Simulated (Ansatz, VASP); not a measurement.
**One calculation of ScTe2, two programs**

The input INCAR:

```
PREC = Accurate ; ENCUT = 520
EDIFF = 1E-6 ; ISMEAR = 0
SIGMA = 0.05 ; LREAL = F
LASPH = T ; NELM = 80
ALGO = Normal ; ISIF = 2
LWAVE = F ; LCHARG = F
GGA = PS ; NBANDS = 18
```

The input KPOINTS:

```
Automatic mesh
0
Gamma
  8 8 8
```

Contents of POSCAR:

```
ScTe2
1.0
    0.0000000000      3.5627719815      3.5627719815
    3.5627719815      0.0000000000      3.5627719815
    3.5627719815      3.5627719815      0.0000000000
Sc Te
1 2
Direct
    0.0000000000      0.0000000000      0.0000000000
    0.2500000000      0.2500000000      0.2500000000
    0.7500000000      0.7500000000      0.7500000000
```

Input for Ansatz:

```yaml
crystal:
  lattice:
    - [0.0, 3.5627719815, 3.5627719815]
    - [3.5627719815, 0.0, 3.5627719815]
    - [3.5627719815, 3.5627719815, 0.0]
  atoms:
    - { symbol: Sc, position: [0.0, 0.0, 0.0] }
    - { symbol: Te, position: [0.25, 0.25, 0.25] }
    - { symbol: Te, position: [0.75, 0.75, 0.75] }
basis:
  ecutwfc: 420
  ecutrho_ratio: 4
kpoints:
  mp_grid: { grid: [8, 8, 8] }
hamiltonian:
  xc: pbesol
scf:
  occupations: { method: gaussian, width: 0.05 }
output:
  forces: true
  stress: true
  eigenvalues: true
  populations: true
```

Alike in both runs: task single point; functional PBEsol; k mesh 8 × 8 × 8; occupations gaussian, width 0.05 eV; no spin polarisation.

|  | VASP | Ansatz |
| --- | --- | --- |
| version | VASP 6.6.1 | Ansatz 0.2.0 |
| potentials or method | VASP PAW PBE potentials, release 64 (Sc_sv, Te), cutoff 520 eV | scalar-relativistic, plane waves, PAW |
| valence electrons in the cell | 23 | 43 |

```tsv
	VASP	Ansatz	Ansatz less VASP
gap on the k mesh at the Fermi level (eV)	none	none	-
pressure (GPa)	-2.3	-2.4	-0.11
```

VASP's potentials were made for PBE, not for PBEsol. A gap of «none» marks a metal or a gap that the smearing closes. VASP's potentials hold 23 valence electrons a cell and Ansatz's 43, so a difference there can come from the potentials and not from the codes.

Neither program's run includes spin-orbit coupling.
